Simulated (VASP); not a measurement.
Input of a VASP 6.6.1 run:

INCAR

```
SYSTEM = Ni
ALGO = Normal
EDIFF = 1E-6
ENCUT = 520
GGA = PE
ISIF = 2
ISMEAR = 0
ISPIN = 2
LASPH = .True.
LCHARG = .True.
LELF = .True.
LMAXMIX = 4
LORBIT = 11
LREAL = .False.
LVHAR = .True.
LWAVE = .False.
MAGMOM = 0.64 0.64
NBANDS = 21
NELM = 150
PREC = Accurate
SIGMA = 0.15
```

KPOINTS

```
k-points
0
Gamma
  20 20 12
  0 0 0
```

File POSCAR:

```
Ni
1.0
   -1.4001489781      1.4001489781      1.4001489781
    1.4001489781     -1.4001489781      1.4001489781
    2.8002979563      2.8002979563      0.0000000000
Ni
2
Direct
    0.0529303660     -0.0529303660      0.0000000000
    0.4470696340      0.5529303660      0.5000000000
```

Potentials or basis: VASP PAW PBE potentials, release 64 (Ni).

Command:

```sh
$ cat potpaw_PBE.64/Ni/POTCAR > POTCAR
$ mpirun -np 1 vasp_std > vasp.out
```

Q: Predict the pressure.

A: 0.7 GPa.

Q: What does it give for the largest force?

A: 0.023 eV/Å.

Q: What does it give for the net moment?

A: 1.22 μB per cell.

Stress tensor (GPa, compression positive):
```
 2.35 -3.58  0.00
-3.58  2.35  0.00
 0.00  0.00 -2.73
```
